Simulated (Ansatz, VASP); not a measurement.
## One calculation of BiRu, two programs

```xyz
2
Lattice="3.3957 0.0000 0.0000 0.0000 3.3957 0.0000 0.0000 0.0000 3.3957" Properties=species:S:1:pos:R:3 pbc="T T T"
Bi    1.6979    1.6979    1.6979
Ru    0.0000    0.0000    0.0000
```

Alike in both runs: functional PBE; k mesh 16 × 16 × 16; occupations gaussian, width 0.1 eV; no spin polarisation.

Ansatz relaxed the structure, and its values are those at the end. VASP's run is a single point on that final structure, the one shown.

|  | VASP | Ansatz |
| --- | --- | --- |
| version | VASP 6.6.1 | Ansatz 0.2.0 |
| potentials or method | VASP PAW PBE potentials, release 64 (Bi_d, Ru_pv), cutoff 520 eV | scalar-relativistic, plane waves, PAW |
| valence electrons in the cell | 29 | 31 |

```csv
,VASP,Ansatz,Ansatz less VASP
gap on the k mesh at the Fermi level (eV),none,none,-
pressure (GPa),0.0,0.0,-0.01
```

A gap of «none» marks a metal or a gap that the smearing closes. VASP's potentials hold 29 valence electrons a cell and Ansatz's 31, so a difference there can come from the potentials and not from the codes.

Neither program's run includes spin-orbit coupling.
